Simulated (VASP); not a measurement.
Input of a VASP 6.6.1 run:

INCAR

```
ALGO = Normal ; EDIFF = 1E-6
ENCUT = 520 ; ISIF = 2
ISMEAR = 0 ; LASPH = True
LCHARG = False ; LREAL = False
LWAVE = False ; NBANDS = 19
NELM = 100 ; PREC = Accurate
SIGMA = 0.05
```

File KPOINTS:

```
k-points
0
Gamma
  6 6 6
```

The input POSCAR:

```
RbCaH3
1.0
    4.9396186306      0.0000000000      0.0000000000
    0.0000000000      4.9396186306      0.0000000000
    0.0000000000      0.0000000000      3.8529025319
Rb Ca H
1 1 3
Direct
    0.0000000000      0.0000000000      0.0000000000
    0.5000000000      0.5000000000      0.5000000000
    0.0000000000      0.5000000000      0.5000000000
    0.5000000000      0.0000000000      0.5000000000
    0.5000000000      0.5000000000      0.0000000000
```

Potentials or basis: VASP PAW LDA potentials, release 64 (Rb_sv, Ca_sv, H).

Launch:

```console
$ cat potpaw_LDA.64/Rb_sv/POTCAR potpaw_LDA.64/Ca_sv/POTCAR potpaw_LDA.64/H/POTCAR > POTCAR
$ mpirun -np 1 vasp_std > vasp.out
```

Predict the band gap on the k mesh.

2.62 eV (least direct gap 2.70 eV).

Estimate the pressure.

-0.4 GPa.

Stress tensor (GPa, compression positive):
```
-4.79  0.00  0.00
 0.00 -4.79  0.00
 0.00  0.00  8.36
```

Caveat: the stress differs along the axes, from -5 to 8 GPa. A k mesh can miss the band edges.
